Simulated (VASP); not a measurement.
TiCo3:

```
CELL_PARAMETERS angstrom
3.57100 0.00000 0.00000
0.00000 3.57100 0.00000
0.00000 0.00000 3.57100
ATOMIC_POSITIONS crystal
Ti 0.00000 0.00000 0.00000
Co 0.00000 0.50000 0.50000
Co 0.50000 0.00000 0.50000
Co 0.50000 0.50000 0.00000
```

Base run:

```yaml
Program: VASP 6.6.1
Functional: PBEsol
Potentials_or_basis: VASP PAW PBE potentials, release 64 (Ti_sv, Co)
Cutoff: 520 eV
k_mesh: 10 × 10 × 10
Occupations: fermi-dirac, width 0.05 eV
Spin: collinear spin, ferrimagnetic start
Starting_moments: "[-0.297, 0.872, 0.872, 0.873] μB"
Fixed_moment: 2.32 μB
```

Its results: pressure -5.2 GPa; site moments Ti -0.32; Co +0.91 μB.

**Question.** The run is repeated on the same cell with these changes: fixed moment from 2.32 μB to 1.73 μB; moments at the start from [-0.3, 0.87, 0.87, 0.87] to [-0.22, 0.65, 0.65, 0.65]. What comes out?

**Answer.** Pressure -6.7 GPa; site moments Ti -0.23; Co +0.67 μB.

Caveats: the cell stands under tension; the PAW data sets were made with another functional, which shifts forces and pressure a little; the total moment is fixed, so each spin has its own Fermi level and the state may be an excited one.
